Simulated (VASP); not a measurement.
Input of a VASP 6.6.1 run:

File INCAR:

```
PREC     = Accurate       # precision mode
ENCUT    = 520            # plane-wave cutoff, eV
EDIFF    = 1E-8           # SCF threshold, eV
ISMEAR   = -1             # smearing method
SIGMA    = 0.08           # smearing width, eV
LREAL    = F              # projectors in reciprocal space
LASPH    = T              # aspherical terms in the spheres
NELM     = 100            # most SCF steps
ALGO     = Normal         # electronic algorithm
ISIF     = 2              # what is computed and relaxed
LWAVE    = F              # write WAVECAR
LCHARG   = F              # write CHGCAR
GGA      = PE             # functional
LEFG     = T            
NBANDS   = 14             # bands
```

File KPOINTS:

```
Automatic mesh
0
Gamma
  16 16 16
```

The input POSCAR:

```
Rh
1.0
    0.0000000000      1.9265732643      1.9265732643
    1.9265732643      0.0000000000      1.9265732643
    1.9265732643      1.9265732643      0.0000000000
Rh
1
Direct
    0.0000000000      0.0000000000      0.0000000000
```

Potentials or basis: VASP PAW PBE potentials, release 64 (Rh_pv).

Launch:

```console
$ cat potpaw_PBE.64/Rh_pv/POTCAR > POTCAR
$ mpirun -np 1 vasp_std > vasp.out
```

Question: Predict the pressure.

Answer: -4.1 GPa.

Caveat: without QUAD_EFG the Cq values of the log hold for a quadrupole moment of 1 mb, not for the nuclei.
